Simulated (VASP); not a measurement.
Set up this calculation in VASP 6.6.1, as the native input.

* Task: single point
* Functional: PBE
* Potentials or basis: VASP PAW PBE potentials, release 64 (K_sv, Br)
* Cutoff: 500 eV
* k mesh: 6 × 6 × 6
* Occupations: gaussian, width 0.02 eV
* Spin: no spin polarisation
* Dipole correction: no
* Further INCAR settings: ALGO = Normal; EDIFF = 1e-06; NBANDS = 15

The structure of KBr lies in POSCAR:

```
KBr
1.0
    0.0000000000      3.3504479232      3.3504479232
    3.3504479232      0.0000000000      3.3504479232
    3.3504479232      3.3504479232      0.0000000000
K Br
1 1
Direct
    0.0000000000      0.0000000000      0.0000000000
    0.5000000000      0.5000000000      0.5000000000
```

The input as run:

INCAR

```
SYSTEM = KBr
ALGO     = Normal         ! electronic algorithm
EDIFF    = 1E-6           ! SCF threshold, eV
ENCUT    = 500            ! plane-wave cutoff, eV
GGA      = PE             ! functional
GGA_COMPAT= .FALSE.      
ISIF     = 2              ! what is computed and relaxed
ISMEAR   = 0              ! smearing method
LASPH    = .TRUE.         ! aspherical terms in the spheres
LCHARG   = .FALSE.        ! write CHGCAR
LREAL    = .FALSE.        ! projectors in reciprocal space
LWAVE    = .FALSE.        ! write WAVECAR
NBANDS   = 15             ! bands
NELM     = 120            ! most SCF steps
PREC     = Accurate       ! precision mode
SIGMA    = 0.02           ! smearing width, eV
```

KPOINTS

```
k-points
0
G
  6 6 6
  0 0 0
```

Potentials or basis: VASP PAW PBE potentials, release 64 (K_sv, Br).

Run with:

```sh
$ cat potpaw_PBE.64/K_sv/POTCAR potpaw_PBE.64/Br/POTCAR > POTCAR
$ mpirun -np 1 vasp_std > vasp.out
```

It gave:

```json
{
  "Pressure": "0.1 GPa",
  "Band gap on the k mesh": "4.31 eV, direct"
}
```

It took 40 s on 1 thread of Intel Xeon 8259CL (shared host), peak memory 0.21 GiB.
